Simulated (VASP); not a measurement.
# GaN (F-43m) in VASP: single point with PBE

Aim: the single point of GaN with PBE.

Program: VASP 6.6.1. These are calculated values, not measurements. Logs are shortened: lines on timing, memory, paths and dates and some standing lists are left out, and cuts for length are marked.

## 1. The cell of the first run

Symmetry: F-43m, No. 216, cubic system. The conventional cell has a = 4.549 Å, b = 4.549 Å, c = 4.549 Å, α = 90.00°, β = 90.00°, γ = 90.00°. Within 2.6 Å of Ga (site symmetry -43m) lie 4 N at 1.97 Å. N (site symmetry -43m) has 4 Ga at 1.97 Å within 2.6 Å.

## 2. Single point, PBE

Input file INCAR:

```
SYSTEM = GaN
PREC     = Accurate       ! precision mode
ENCUT    = 520            ! plane-wave cutoff, eV
EDIFF    = 1E-6           ! SCF threshold, eV
ISMEAR   = 0              ! smearing method
SIGMA    = 0.05           ! smearing width, eV
LREAL    = .FALSE.        ! projectors in reciprocal space
LASPH    = .TRUE.         ! aspherical terms in the spheres
NELM     = 80             ! most SCF steps
ALGO     = Normal         ! electronic algorithm
ISIF     = 2              ! what is computed and relaxed
LWAVE    = .FALSE.        ! write WAVECAR
LCHARG   = .FALSE.        ! write CHGCAR
GGA      = PE             ! functional
NBANDS   = 26             ! bands
```

Input file KPOINTS:

```
Automatic mesh
0
G
  8 8 6
  0 0 0
```

Input file POSCAR:

```
GaN
1.0
    0.0000000000     -2.2743528144     -2.2743528144
    0.0000000000      2.2743528144     -2.2743528144
    4.5487056288      0.0000000000      0.0000000000
Ga N
2 2
Direct
    0.5000000000      0.5000000000      0.5000000000
    0.0000000000      0.0000000000      0.0000000000
    0.0000000000      0.5000000000      0.2500000000
    0.5000000000      0.0000000000      0.7500000000
```

Potentials or basis: VASP PAW PBE potentials, release 64 (Ga_d, N).

Run with:

```sh
$ cat potpaw_PBE.64/Ga_d/POTCAR potpaw_PBE.64/N/POTCAR > POTCAR
$ mpirun -np 1 vasp_std > vasp.out
```

OUTCAR:

```text
SYSTEM = GaN
   PREC = Accurate
   ENCUT = 520
   EDIFF = 1E-6
   ISMEAR = 0
   LREAL = .FALSE.
   LASPH = .TRUE.
   NELM = 80
   ISIF = 2
   GGA = PE

 ion  position               nearest neighbor table
   1  0.500  0.500  0.500-   3 1.97   4 1.97   4 1.97   3 1.97
   2  0.000  0.000  0.000-   3 1.97   4 1.97   3 1.97   4 1.97
   3  0.000  0.500  0.250-   1 1.97   2 1.97   2 1.97   1 1.97
   4  0.500  0.000  0.750-   1 1.97   2 1.97   1 1.97   2 1.97

  LATTYP: Found a simple tetragonal cell.
 ALAT       =     3.2164205957
 C/A-ratio  =     1.4142135624

  Lattice vectors:

 A1 = (   0.0000000000,  -2.2743528144,  -2.2743528144)
 A2 = (   0.0000000000,   2.2743528144,  -2.2743528144)
 A3 = (   4.5487056288,   0.0000000000,   0.0000000000)

Analysis of symmetry for initial positions (statically):
=====================================================================
 Subroutine PRICEL returns following result:

  LATTYP: Found a face centered cubic cell.
 ALAT       =     4.5487056288

  Lattice vectors:

 A1 = (  -2.2743528144,   0.0000000000,   2.2743528144)
 A2 = (  -2.2743528144,  -2.2743528144,   0.0000000000)
 A3 = (   0.0000000000,  -2.2743528144,   2.2743528144)

   2 primitive cells build up your supercell.

 Routine SETGRP: Setting up the symmetry group for a
 simple tetragonal supercell.

 Subroutine GETGRP returns: Found  8 space group operations
 (whereof  8 operations were pure point group operations)
 out of a pool of 16 trial point group operations.

The static configuration has the point symmetry D_2d.

Analysis of symmetry for dynamics (positions and initial velocities):
=====================================================================
 Subroutine PRICEL returns following result:

  LATTYP: Found a face centered cubic cell.
 ALAT       =     4.5487056288

  Lattice vectors:

 A1 = (  -2.2743528144,   0.0000000000,   2.2743528144)
 A2 = (  -2.2743528144,  -2.2743528144,   0.0000000000)
 A3 = (   0.0000000000,  -2.2743528144,   2.2743528144)

   2 primitive cells build up your supercell.

 Routine SETGRP: Setting up the symmetry group for a
 simple tetragonal supercell.

 Subroutine GETGRP returns: Found  8 space group operations
 (whereof  8 operations were pure point group operations)
 out of a pool of 16 trial point group operations.

The dynamic configuration has the point symmetry D_2d.

 Subroutine INISYM returns: Found  8 space group operations
 (whereof  8 operations are pure point group operations),
 and found     2 'primitive' translations

----------------------------------------------------------------------------------------

                                     Primitive cell

  volume of cell :      23.5290

  direct lattice vectors                    reciprocal lattice vectors
    -2.274352814  0.000000000  2.274352814    -0.219842760  0.219842760  0.219842760
    -2.274352814 -2.274352814  0.000000000    -0.219842760 -0.219842760 -0.219842760
     0.000000000 -2.274352814  2.274352814     0.219842760 -0.219842760  0.219842760

  length of vectors
     3.216420596  3.216420596  3.216420596     0.380778830  0.380778830  0.380778830

  position of ions in fractional coordinates (direct lattice)
     1.000000000  0.000000000  0.000000000
     0.750000000  0.750000000  0.750000000

  ion indices of the primitive-cell ions
   primitive index   ion index
                 1           1
                 2           3

----------------------------------------------------------------------------------------

 KPOINTS: Automatic mesh

Automatic generation of k-mesh.
 Grid dimensions read from file:
 generate k-points for:    8    8    6

 Generating k-lattice:

  Cartesian coordinates                     Fractional coordinates (reciprocal lattice)
     0.000000000 -0.027480345 -0.027480345     0.125000000  0.000000000  0.000000000
     0.000000000  0.027480345 -0.027480345     0.000000000  0.125000000  0.000000000
     0.036640460  0.000000000  0.000000000     0.000000000  0.000000000  0.166666667

  Length of vectors
     0.038863077  0.038863077  0.036640460

  Shift w.r.t. Gamma in fractional coordinates (k-lattice)
     0.000000000  0.000000000  0.000000000

 Subroutine IBZKPT returns following result:
 ===========================================

 Found     60 irreducible k-points:

 Following reciprocal coordinates:
            Coordinates               Weight
  0.000000  0.000000  0.000000      1.000000
  0.125000  0.000000  0.000000      4.000000
  0.250000  0.000000  0.000000      4.000000
  0.375000  0.000000  0.000000      4.000000
  0.500000  0.000000  0.000000      2.000000
  0.125000  0.125000  0.000000      4.000000
[... 16 lines left out ...]
  0.375000  0.125000  0.166667     16.000000
  0.500000  0.125000  0.166667      8.000000
 [... further k-points ...]
   k-points           NKPTS =     60   k-points in BZ     NKDIM =     60   number of bands    NBANDS=     26
   number of dos      NEDOS =    301   number of ions     NIONS =      4
   total plane-waves  NPLWV =  20736
   dimension x,y,z NGX =    24 NGY =   24 NGZ =   36
   dimension x,y,z NGXF=    48 NGYF=   48 NGZF=   72
   ions per type =               2   2
   NGX,Y,Z   is equivalent  to a cutoff of  12.40, 12.40, 13.16 a.u.
   NGXF,Y,Z  is equivalent  to a cutoff of  24.81, 24.81, 26.31 a.u.
 SYSTEM =  GaN
   PREC   = accura    normal or accurate (medium, high low for compatibility)
   ISTART =      0    job   : 0-new  1-cont  2-samecut
   ICHARG =      2    charge: 1-file 2-atom 10-const
   ISPIN  =      1    spin polarized calculation?
   LNONCOLLINEAR =      F non collinear calculations
   LSORBIT =      F    spin-orbit coupling
   LASPH  =      T    aspherical Exc in radial PAW
   ENCUT  =  520.0 eV  38.22 Ry    6.18 a.u.   5.98  5.98  8.46*2*pi/ulx,y,z
   NELM   =     80;   NELMIN=  2; NELMDL= -5     # of ELM steps
   EDIFF  = 0.1E-05   stopping-criterion for ELM
   LREAL  =      F    real-space projection
   EDIFFG = 0.1E-04   stopping-criterion for IOM
   NSW    =      0    number of steps for IOM
   IBRION =     -1    ionic relax: 0-MD 1-quasi-New 2-CG
   NFREE  =      0    steps in history (QN), initial steepest desc. (CG)
   ISIF   =      2    stress and relaxation
   ISYM   =      2    0-nonsym 1-usesym 2-fastsym
   POTIM  = 0.5000    time-step for ionic-motion
   TEBEG  =    0.0;   TEEND  =   0.0 temperature during run
   PSTRESS=    0.0 pullay stress
   NELECT =      36.0000    total number of electrons
   NUPDOWN=      -1.0000    fix difference up-down
   EMIN   =  10.00;   EMAX   =-10.00  energy-range for DOS
   EFERMI =   0.00;   METHOD = LEGACY
   ISMEAR =     0;   SIGMA  =   0.05  broadening in eV -4-tet -1-fermi 0-gaus
   EFERMI_NEDOS =   21; number of points for ismear=-14 and -15
   IALGO  =     38    algorithm
   IMIX   =      4    mixing-type and parameters
     AMIX     =   0.40;   BMIX     =  1.00
     AMIX_MAG =   1.60;   BMIX_MAG =  1.00
  volume/ion in A,a.u.               =      11.76        79.39
  Fermi-wavevector in a.u.,A,eV,Ry     =   1.497262  2.829415 30.501456  2.241794
  Thomas-Fermi vector in A             =   2.609173
   LORBIT       =      0    0 simple, 1 ext, 2 COOP (PROOUT), +10 PAW based schemes
   GGA     = PE    functional components
   LHFCALC =     F    Hartree Fock is set to
   AEXX    =    0.0000 exact exchange contribution
   IVDW    =     0    specifies the selected vdW correction
   LEPSILON=     F    determine dielectric tensor
   LRPA    =     F    only Hartree local field effects (RPA)
 non-spin polarized calculation
 Gauss-broadening in eV      SIGMA  =   0.05
  energy-cutoff  :      520.00
  volume of cell :       47.06
 maximum number of plane-waves:      1296
 NGX is ok and might be reduce to    24
   NGX = 11   NGY = 11   NGZ = 17

 number of electron      36.0000032 magnetization

 Free energy of the ion-electron system (eV)
  ---------------------------------------------------
  ext. energy  EPLUGINS =         0.00000000
  ---------------------------------------------------
  free energy    TOTEN  =       -24.30696833 eV

  energy without entropy =      -24.30696833  energy(sigma->0) =      -24.30696833

 E-fermi :   5.2689     XC(G=0): -11.5198

 val. band max:        4.9852351238   @ k =   0.0000   0.0000   0.0000
 cond. band min:       6.5314353741   @ k =   0.0000   0.0000   0.0000
 fundamental gap:      1.5462002503
 Fermi energy:         5.2689017530

 k-point     1 :       0.0000    0.0000    0.0000
  band No.  band energies     occupation
      1     -10.7161      2.00000
      2      -9.7524      2.00000
      3      -8.4371      2.00000
      4      -8.4371      2.00000
      5      -8.4371      2.00000
      6      -8.3545      2.00000
[... 18 lines left out ...]
     25      16.5016      0.00000
     26      18.6557      0.00000

 k-point     2 :       0.1250    0.0000    0.0000
  band No.  band energies     occupation
      1     -10.6083      2.00000
      2      -9.7522      2.00000
      3      -8.4261      2.00000
      4      -8.4201      2.00000
      5      -8.3964      2.00000
      6      -8.3414      2.00000
[... 18 lines left out ...]
     25      16.3817      0.00000
     26      18.3350      0.00000

 k-point     3 :       0.2500    0.0000    0.0000
  band No.  band energies     occupation
      1     -10.3399      2.00000
      2      -9.7600      2.00000
      3      -8.3954      2.00000
      4      -8.3852      2.00000
      5      -8.3274      2.00000
      6      -8.2400      2.00000
[... 572 lines left out ...]
 k-point    23 :       0.3750    0.1250    0.1667
  band No.  band energies     occupation
      1      -9.9914      2.00000
      2      -9.7962      2.00000
      3      -8.3515      2.00000
      4      -8.3336      2.00000
      5      -8.3252      2.00000
      6      -8.2704      2.00000
[... 18 lines left out ...]
     25      16.2108      0.00000
     26      16.7388      0.00000

 k-point    24 :       0.5000    0.1250    0.1667
  band No.  band energies     occupation
      1      -9.8586      2.00000
      2      -9.8586      2.00000
      3      -8.3398      2.00000
      4      -8.3398      2.00000
      5      -8.2977      2.00000
      6      -8.2977      2.00000
[... 18 lines left out ...]
     25      16.4510      0.00000
     26      16.4510      0.00000

 [... further k-points ...]

------------------------ aborting loop because EDIFF is reached ----------------------------------------

  FORCE on cell =-STRESS in cart. coord.  units (eV):
  Direction    XX          YY          ZZ          XY          YZ          ZX
  --------------------------------------------------------------------------------------
  -------------------------------------------------------------------------------------
  Total        0.0292057      0.0327307      0.0327307      0.0000000      0.0000000      0.0000000
  in kB        0.9943617      1.1143761      1.1143761      0.0000000      0.0000000      0.0000000
  external PRESSURE =       1.0743713 kB  Pullay stress =       0.0000000 kB

 VOLUME and BASIS-vectors are now :
 -----------------------------------------------------------------------------
  energy-cutoff  :      520.00
  volume of cell :       47.06
      direct lattice vectors                 reciprocal lattice vectors
     0.000000000 -2.274352814 -2.274352814     0.000000000 -0.219842760 -0.219842760
     0.000000000  2.274352814 -2.274352814     0.000000000  0.219842760 -0.219842760
     4.548705629  0.000000000  0.000000000     0.219842760  0.000000000  0.000000000

 POSITION                                       TOTAL-FORCE (eV/Angst)
 -----------------------------------------------------------------------------------
      2.27435      0.00000     -2.27435         0.000000      0.000000      0.000000
      0.00000      0.00000      0.00000        -0.000000      0.000000      0.000000
      1.13718      1.13718     -1.13718        -0.000000     -0.000000     -0.000000
      3.41153     -1.13718     -1.13718        -0.000000     -0.000000     -0.000000
 -----------------------------------------------------------------------------------
    total drift:                               -0.000000      0.000000     -0.000000

  FREE ENERGIE OF THE ION-ELECTRON SYSTEM (eV)
  ---------------------------------------------------
  free  energy   TOTEN  =       -24.3069683286 eV

  energy  without entropy=      -24.3069683286  energy(sigma->0) =      -24.30696833
```

It took 21 s on 1 thread of Intel Xeon 6975P-C (Granite Rapids), shared host; peak memory 0.19 GiB.

What came out:

* Free energy: -24.3070 eV
* Pressure: 0.1 GPa
* Band gap on the k mesh: 1.55 eV

Levels at points of the mesh, in eV from the valence-band top:
| k point | band 14 | band 15 | band 16 | band 17 | band 18 | band 19 | band 20 | band 21 | band 22 | band 23 |
| --- | --- | --- | --- | --- | --- | --- | --- | --- | --- | --- |
| (0.00, 0.00, 0.00) | -2.61 | -2.61 | 0.00 | 0.00 | 0.00 | 1.55 | 3.34 | 6.50 | 10.13 | 10.13 |
| (0.50, 0.00, 0.00) | -5.23 | -3.16 | -3.16 | -0.99 | -0.99 | 6.24 | 6.24 | 7.43 | 7.43 | 9.35 |
| (0.50, 0.50, 0.00) | -6.01 | -2.61 | -2.61 | -2.61 | -2.61 | 3.34 | 3.34 | 6.50 | 6.50 | 11.52 |
| (0.00, 0.00, 0.50) | -3.42 | -1.43 | -1.43 | -1.43 | -1.43 | 4.47 | 4.47 | 7.21 | 7.21 | 11.53 |
| (0.50, 0.00, 0.50) | -6.86 | -0.93 | -0.93 | -0.93 | -0.93 | 4.45 | 4.45 | 8.59 | 8.59 | 10.22 |
| (0.50, 0.50, 0.50) | -5.59 | -3.57 | -3.57 | -3.50 | -3.50 | 6.17 | 6.17 | 8.10 | 8.10 | 10.05 |
